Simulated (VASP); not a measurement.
Write the native input for VASP 6.6.1 that does the following.

```
Task                   : single point
Functional             : PBEsol
Potentials or basis    : VASP PAW PBE potentials, release 64 (W_sv, S)
Cutoff                 : 520 eV
k mesh                 : 10 × 10 × 10
Occupations            : fermi-dirac, width 0.05 eV
Spin                   : no spin polarisation
Dipole correction      : no
Further INCAR settings : ALGO = Normal; EDIFF = 1e-07; NBANDS = 20
```

The structure of WS2 (Tungstenite) lies in POSCAR:

```
WS2
1.0
    1.4967630345      0.8641565409      5.3101326864
   -1.4967630345      0.8641565409      5.3101326864
    0.0000000000     -1.7283130818      5.3101326864
W S
1 2
Direct
   -0.0004344261     -0.0004344261     -0.0004344261
    0.5669828906      0.5669828906      0.5669828906
    0.7647515354      0.7647515354      0.7647515354
```

These files were run (other wordings do the same):

INCAR

```
SYSTEM = WS2
  PREC = Accurate
  ENCUT = 520
  EDIFF = 1E-7
  ISMEAR = -1
  SIGMA = 0.05
  LREAL = .False.
  LASPH = .True.
  NELM = 80
  ALGO = Normal
  ISIF = 2
  LWAVE = .False.
  LCHARG = .False.
  GGA = PS
  NBANDS = 20
```

KPOINTS

```
Automatic mesh
0
Gamma
  10 10 10
  0 0 0
```

Potentials or basis: VASP PAW PBE potentials, release 64 (W_sv, S).

Launch:

```sh
$ cat potpaw_PBE.64/W_sv/POTCAR potpaw_PBE.64/S/POTCAR > POTCAR
$ mpirun -np 1 vasp_std > vasp.out
```

It gave:

```yaml
Pressure: 30.4 GPa
Largest_force: 0.016 eV/Å
Band_gap_on_the_k_mesh: zero (band 13 reaches 11.87 eV, above the bottom of band 14 at 11.73 eV)
```

Caveat: the PAW data sets were made with another functional, which shifts forces and pressure a little; spin-orbit coupling is left out, which moves the levels of the heavy elements.

Wall time 110 s on 1 thread of Intel(R) Xeon(R) 6975P-C (Granite Rapids), with other jobs on the host, peak memory 0.3 GiB.
